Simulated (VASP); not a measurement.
Set up this calculation in VASP 6.6.1, as the native input.

- Task: single point
- Functional: PBE
- Potentials or basis: VASP PAW PBE potentials, release 64 (Sc_sv, Ga_d, P)
- Cutoff: 520 eV
- k mesh: 4 × 4 × 2
- Occupations: gaussian, width 0.1 eV
- Spin: no spin polarisation
- Dipole correction: no
- Further INCAR settings: ALGO = Fast; EDIFF = 1e-07; NBANDS = 39

The structure of ScGa3P2 lies in POSCAR:

```
ScGa3P2
1.0
    3.8613309300      0.0000000000      0.0000000000
    0.0000000000      3.8613309300      0.0000000000
    0.0000000000      0.0000000000      7.5284309300
Sc Ga P
1 3 2
Direct
    0.5000000000      0.5000000000      0.0000000000
    0.5000000000      0.5000000000      0.5000000000
    0.0000000000      0.0000000000      0.2590638300
    0.0000000000      0.0000000000      0.7409361700
    0.0000000000      0.5000000000      0.0000000000
    0.5000000000      0.0000000000      0.0000000000
```

The cell was generated, and may not be a known phase.

The input as run:

INCAR

```
SYSTEM = ScGa3P2
PREC     = Accurate       ! precision mode
ENCUT    = 520            ! plane-wave cutoff, eV
EDIFF    = 1E-7           ! SCF threshold, eV
ISMEAR   = 0              ! smearing method
SIGMA    = 0.1            ! smearing width, eV
LREAL    = .False.        ! projectors in reciprocal space
LASPH    = .True.         ! aspherical terms in the spheres
NELM     = 100            ! most SCF steps
ALGO     = Fast           ! electronic algorithm
ISIF     = 2              ! what is computed and relaxed
LWAVE    = .False.        ! write WAVECAR
LCHARG   = .False.        ! write CHGCAR
GGA      = PE             ! functional
NBANDS   = 39             ! bands
```

KPOINTS

```
regular mesh
0
Gamma
  4 4 2
  0 0 0
```

Potentials or basis: VASP PAW PBE potentials, release 64 (Sc_sv, Ga_d, P).

Run with:

```bash
$ cat potpaw_PBE.64/Sc_sv/POTCAR potpaw_PBE.64/Ga_d/POTCAR potpaw_PBE.64/P/POTCAR > POTCAR
$ mpirun -np 1 vasp_std > vasp.out
```

Results of the run:

```yaml
Pressure: 36.6 GPa
Largest_force: 1.113 eV/Å
Band_gap_on_the_k_mesh: zero (bands 30 and 31 overlap by 2.12 eV)
```

Caveat: the k points lie up to 0.42 Å⁻¹ apart, too coarse for converged energies and pressures of a metal; forces of over 1 eV/Å act on the atoms, so gaps and moduli don't describe the material at rest.

It took 69 s on 1 thread of Oxide Virtual Turin-like Processor (shared host), peak memory 0.2 GiB.
